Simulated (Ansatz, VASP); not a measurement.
## One calculation of ZnCu2, two programs

```
Zn Cu
1.0
     2.48749    0.00000    0.00000
     0.00000    2.48749    0.00000
     0.00000    0.00000   19.51780
Zn Cu
1 2
Direct
  0.00000 0.00000 0.41227
  0.50000 0.50000 0.50000
  0.00000 0.00000 0.58773
```

Alike in both runs: task single point; functional LDA; k mesh 15 × 15 × 1; occupations fermi-dirac, width 0.08 eV; no spin polarisation.

|  | VASP | Ansatz |
| --- | --- | --- |
| version | VASP 6.6.1 | Ansatz 0.2.0 |
| potentials or method | VASP PAW LDA potentials, release 64 (Zn, Cu), cutoff 520 eV | all-electron LAPW, scalar-relativistic |

```tsv
	VASP	Ansatz	Ansatz less VASP
rms of the force components (eV/Å)	0.292	0.273	-0.0193
```

LDA's correlation is that of Perdew and Zunger in VASP and of Perdew and Wang (1992) in Ansatz. Atom by atom the forces differ by 0.024 eV/Å (rms over components). Ansatz ran all-electron here, and VASP with PAW potentials.
